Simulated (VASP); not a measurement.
# BeCd3Te4 (I4/mmm) in VASP: single point with PBE

Aim: the single point of BeCd3Te4 with PBE.

Everything below comes from runs of VASP 6.6.1. Logs are shortened: lines on timing, memory, paths and dates and some standing lists are left out, and cuts for length are marked.

### 1 The cell of the first run

Symmetry: I4/mmm, No. 139, tetragonal system. Conventional cell: a = 8.434 Å, b = 8.434 Å, c = 10.324 Å, α = 90.00°, β = 90.00°, γ = 90.00°. Be (site symmetry 4/mmm) has 2 Cd at 2.35 Å within 3.1 Å. Within 3.1 Å of Cd (site symmetry 4mm) lie 1 Be at 2.35 Å and 1 Cd at 2.81 Å. Cd (site symmetry 4/mmm) has 2 Cd at 2.81 Å and 4 Te at 2.85 Å within 3.7 Å. Within 3.6 Å of Te (site symmetry m2m) lie 1 Te at 2.74 Å and 1 Cd at 2.85 Å.

The cell was built from a structure type or drawn by symmetry, and may not be a known phase.

### 2 Single point, PBE

Contents of INCAR:

```
SYSTEM = BeCd3Te4
PREC = Accurate
ENCUT = 520
EDIFF = 1E-7
ISMEAR = 0
SIGMA = 0.2
LREAL = .False.
LASPH = .True.
NELM = 80
ALGO = Normal
ISIF = 2
LWAVE = .False.
LCHARG = .True.
GGA = PE
LELF = .True.
LVHAR = .True.
NBANDS = 41
```

Contents of KPOINTS:

```
regular mesh
0
Gamma
  4 4 4
  0 0 0
```

Contents of POSCAR:

```
BeCd3Te4
1.0
   -4.2170293000      4.2170293000      5.1620645905
    4.2170293000     -4.2170293000      5.1620645905
    4.2170293000      4.2170293000     -5.1620645905
Be Cd Te
1 3 4
Direct
    0.5000000000      0.5000000000      0.0000000000
    0.7280979493      0.7280979493      0.0000000000
    0.2719020507      0.2719020507      0.0000000000
    0.0000000000      0.0000000000      0.0000000000
    0.0000000000      0.3378494533      0.3378494533
    0.0000000000      0.6621505467      0.6621505467
    0.3378494533      0.0000000000      0.3378494533
    0.6621505467      0.0000000000      0.6621505467
```

Potentials or basis: VASP PAW PBE potentials, release 64 (Be, Cd, Te).

On the command line:

```sh
$ cat potpaw_PBE.64/Be/POTCAR potpaw_PBE.64/Cd/POTCAR potpaw_PBE.64/Te/POTCAR > POTCAR
$ mpirun -np 1 vasp_std > vasp.out
```

OUTCAR:

```text
SYSTEM = BeCd3Te4
   PREC = Accurate
   ENCUT = 520
   EDIFF = 1E-7
   ISMEAR = 0
   LREAL = .False.
   LASPH = .True.
   NELM = 80
   ISIF = 2
   GGA = PE

 ion  position               nearest neighbor table
   1  0.500  0.500  0.000-   2 2.35   3 2.35
   2  0.728  0.728  0.000-   1 2.35   4 2.81
   3  0.272  0.272  0.000-   1 2.35   4 2.81
   4  0.000  0.000  0.000-   2 2.81   3 2.81   5 2.85   6 2.85   7 2.85   8 2.85
   5  0.000  0.338  0.338-   6 2.74   4 2.85
   6  0.000  0.662  0.662-   5 2.74   4 2.85
   7  0.338  0.000  0.338-   8 2.74   4 2.85
   8  0.662  0.000  0.662-   7 2.74   4 2.85

  LATTYP: Found a body centered tetragonal cell.
 ALAT       =     8.4340586000
 C/A-ratio  =     1.2240997686

  Lattice vectors:

 A1 = (  -4.2170293000,   4.2170293000,   5.1620645905)
 A2 = (   4.2170293000,  -4.2170293000,   5.1620645905)
 A3 = (   4.2170293000,   4.2170293000,  -5.1620645905)

Analysis of symmetry for initial positions (statically):
=====================================================================
 Subroutine PRICEL returns:
 Original cell was already a primitive cell.

 Routine SETGRP: Setting up the symmetry group for a
 body centered tetragonal supercell.

 Subroutine GETGRP returns: Found 16 space group operations
 (whereof 16 operations were pure point group operations)
 out of a pool of 16 trial point group operations.

The static configuration has the point symmetry D_4h.

Analysis of symmetry for dynamics (positions and initial velocities):
=====================================================================
 Subroutine PRICEL returns:
 Original cell was already a primitive cell.

 Routine SETGRP: Setting up the symmetry group for a
 body centered tetragonal supercell.

 Subroutine GETGRP returns: Found 16 space group operations
 (whereof 16 operations were pure point group operations)
 out of a pool of 16 trial point group operations.

The dynamic configuration has the point symmetry D_4h.

 Subroutine INISYM returns: Found 16 space group operations
 (whereof 16 operations are pure point group operations),
 and found     1 'primitive' translations

----------------------------------------------------------------------------------------

                                     Primitive cell

  volume of cell :     367.1949

[... 92 lines left out ...]
   IBRION =     -1    ionic relax: 0-MD 1-quasi-New 2-CG
   NFREE  =      0    steps in history (QN), initial steepest desc. (CG)
   ISIF   =      2    stress and relaxation
   ISYM   =      2    0-nonsym 1-usesym 2-fastsym
   POTIM  = 0.5000    time-step for ionic-motion
   TEBEG  =    0.0;   TEEND  =   0.0 temperature during run
   PSTRESS=    0.0 pullay stress
   NELECT =      62.0000    total number of electrons
   NUPDOWN=      -1.0000    fix difference up-down
   EMIN   =  10.00;   EMAX   =-10.00  energy-range for DOS
   EFERMI =   0.00;   METHOD = LEGACY
   ISMEAR =     0;   SIGMA  =   0.20  broadening in eV -4-tet -1-fermi 0-gaus
   EFERMI_NEDOS =   21; number of points for ismear=-14 and -15
   IALGO  =     38    algorithm
   IMIX   =      4    mixing-type and parameters
     AMIX     =   0.40;   BMIX     =  1.00
     AMIX_MAG =   1.60;   BMIX_MAG =  1.00
  volume/ion in A,a.u.               =      45.90       309.74
  Fermi-wavevector in a.u.,A,eV,Ry     =   0.904843  1.709905 11.139643  0.818741
  Thomas-Fermi vector in A             =   2.028339
   LORBIT       =      0    0 simple, 1 ext, 2 COOP (PROOUT), +10 PAW based schemes
   GGA     = PE    functional components
   LHFCALC =     F    Hartree Fock is set to
   AEXX    =    0.0000 exact exchange contribution
   IVDW    =     0    specifies the selected vdW correction
   LEPSILON=     F    determine dielectric tensor
   LRPA    =     F    only Hartree local field effects (RPA)
 non-spin polarized calculation
 Gauss-broadening in eV      SIGMA  =   0.20
  energy-cutoff  :      520.00
  volume of cell :      367.19
 maximum number of plane-waves:      9915
 NGX is ok and might be reduce to    60
   NGX = 29   NGY = 29   NGZ = 29

 number of electron      62.0000002 magnetization

 Free energy of the ion-electron system (eV)
  ---------------------------------------------------
  ext. energy  EPLUGINS =         0.00000000
  ---------------------------------------------------
  free energy    TOTEN  =       -13.66839576 eV

  energy without entropy =      -13.54121197  energy(sigma->0) =      -13.60480386

 E-fermi :   0.5825     XC(G=0):  -7.0651

 val. band max:        0.5480119931   @ k =   0.5000   0.2500   0.0000
 cond. band min:       0.6487871810   @ k =  -0.2500   0.2500   0.2500
 fundamental gap:      0.1007751879
 Fermi energy:         0.5824518847

 k-point     1 :       0.0000    0.0000    0.0000
  band No.  band energies     occupation
      1     -11.0826      2.00000
      2     -10.8000      2.00000
      3      -8.8821      2.00000
      4      -8.8821      2.00000
      5      -8.7530      2.00000
      6      -8.2787      2.00000
[... 561 lines left out ...]
     40       4.4952      0.00000
     41       5.2287      0.00000

------------------------ aborting loop because EDIFF is reached ----------------------------------------

  FORCE on cell =-STRESS in cart. coord.  units (eV):
  Direction    XX          YY          ZZ          XY          YZ          ZX
  --------------------------------------------------------------------------------------
  -------------------------------------------------------------------------------------
  Total        0.8070352      0.8070352      0.5596709      0.0000000      0.0000000      0.0000000
  in kB        3.5213275      3.5213275      2.4420053      0.0000000      0.0000000      0.0000000
  external PRESSURE =       3.1615534 kB  Pullay stress =       0.0000000 kB

 VOLUME and BASIS-vectors are now :
 -----------------------------------------------------------------------------
  energy-cutoff  :      520.00
  volume of cell :      367.19
      direct lattice vectors                 reciprocal lattice vectors
    -4.217029300  4.217029300  5.162064590     0.000000000  0.118566878  0.096860470
     4.217029300 -4.217029300  5.162064590     0.118566878  0.000000000  0.096860470
     4.217029300  4.217029300 -5.162064590     0.118566878  0.118566878  0.000000000

 POSITION                                       TOTAL-FORCE (eV/Angst)
 -----------------------------------------------------------------------------------
      0.00000      0.00000      5.16206         0.000000     -0.000000     -0.000000
      0.00000      0.00000      7.51698         0.000000      0.000000      0.057212
      0.00000      0.00000      2.80715         0.000000      0.000000     -0.057212
      0.00000      0.00000      0.00000         0.000000     -0.000000     -0.000000
      2.84944      0.00000      0.00000         0.007384      0.000000     -0.000000
      5.58462      0.00000      0.00000        -0.007384      0.000000     -0.000000
      0.00000      2.84944      0.00000         0.000000      0.007384     -0.000000
      0.00000      5.58462      0.00000         0.000000     -0.007384     -0.000000
 -----------------------------------------------------------------------------------
    total drift:                               -0.000000     -0.000000      0.000000

  FREE ENERGIE OF THE ION-ELECTRON SYSTEM (eV)
  ---------------------------------------------------
  free  energy   TOTEN  =       -13.6683957560 eV

  energy  without entropy=      -13.5412119670  energy(sigma->0) =      -13.60480386
```

OSZICAR:

```text
N       E                     dE             d eps       ncg     rms          rms(c)
DAV:   1     0.371943907157E+03    0.37194E+03   -0.25124E+04  1066   0.124E+03
DAV:   2     0.116931307109E+02   -0.36025E+03   -0.34332E+03  1234   0.272E+02
DAV:   3    -0.140360521137E+02   -0.25729E+02   -0.25189E+02  1266   0.723E+01
DAV:   4    -0.146098365832E+02   -0.57378E+00   -0.57188E+00  1252   0.976E+00
DAV:   5    -0.146188177832E+02   -0.89812E-02   -0.89791E-02  1338   0.133E+00    0.105E+01
DAV:   6    -0.136886016778E+02    0.93022E+00   -0.19497E+00  1137   0.981E+00    0.822E+00
DAV:   7    -0.136654752503E+02    0.23126E-01   -0.37239E-01  1128   0.340E+00    0.351E+00
DAV:   8    -0.136655133546E+02   -0.38104E-04   -0.36452E-02  1224   0.130E+00    0.703E-01
DAV:   9    -0.136673764873E+02   -0.18631E-02   -0.68157E-03  1096   0.563E-01    0.180E-01
DAV:  10    -0.136681572968E+02   -0.78081E-03   -0.12477E-03  1113   0.176E-01    0.818E-02
DAV:  11    -0.136683432809E+02   -0.18598E-03   -0.17572E-04  1121   0.542E-02    0.345E-02
DAV:  12    -0.136683903405E+02   -0.47060E-04   -0.51036E-05  1135   0.294E-02    0.156E-02
DAV:  13    -0.136683949787E+02   -0.46382E-05   -0.79509E-06  1130   0.121E-02    0.612E-03
DAV:  14    -0.136683955412E+02   -0.56250E-06   -0.27331E-07   979   0.295E-03    0.136E-03
DAV:  15    -0.136683957538E+02   -0.21265E-06   -0.23827E-07   881   0.180E-03    0.902E-04
DAV:  16    -0.136683957560E+02   -0.22055E-08   -0.23887E-08   722   0.680E-04
   1 F= -.13668396E+02 E0= -.13604804E+02  d E =-.127184E+00
```

stdout:

```text
POSCAR found type information on POSCAR BeCdTe
 POSCAR found :  3 types and       8 ions
 scaLAPACK will be used
 LDA part: xc-table for (Slater+PW92), standard interpolation
 POSCAR, INCAR and KPOINTS ok, starting setup
 FFT: planning ... GRIDC
 FFT: planning ... GRID_SOFT
 FFT: planning ... GRID
 WAVECAR not read
 entering main loop
```

It took 9.3 min on 1 thread of Intel Xeon 8259CL, shared host; peak memory 0.56 GiB.

What came out:

* Free energy: -13.6684 eV
* Pressure: 0.3 GPa
* Largest force: 0.057 eV/Å
* Band gap on the k mesh: zero (bands 31 and 32 overlap by 0.32 eV)

Forces on the atoms (eV/Å):
```
Be   0.000  0.000  0.000
Cd   0.000  0.000  0.057
Cd   0.000  0.000 -0.057
Cd   0.000  0.000  0.000
Te   0.007  0.000  0.000
Te  -0.007  0.000  0.000
Te   0.000  0.007  0.000
Te   0.000 -0.007  0.000
```

Levels at points of the mesh, in eV from the Fermi level:
```tsv
k point	band 28	band 29	band 30	band 31	band 32	band 33	band 34	band 35
(0.00, 0.00, 0.00)	-1.15	-0.49	-0.49	0.20	0.32	0.32	0.83	1.09
(0.50, 0.00, 0.00)	-0.87	-0.72	-0.36	-0.29	0.07	0.77	0.96	1.40
(0.50, 0.50, 0.00)	-1.26	-0.69	-0.30	-0.18	0.09	1.50	1.62	1.67
(0.50, 0.50, 0.50)	-1.05	-0.28	-0.28	0.28	0.58	0.58	0.77	0.78
```

Caveat: semilocal functionals underestimate gaps, so a narrow gap can read as zero; spin-orbit coupling is left out, which moves the levels of the heavy elements.
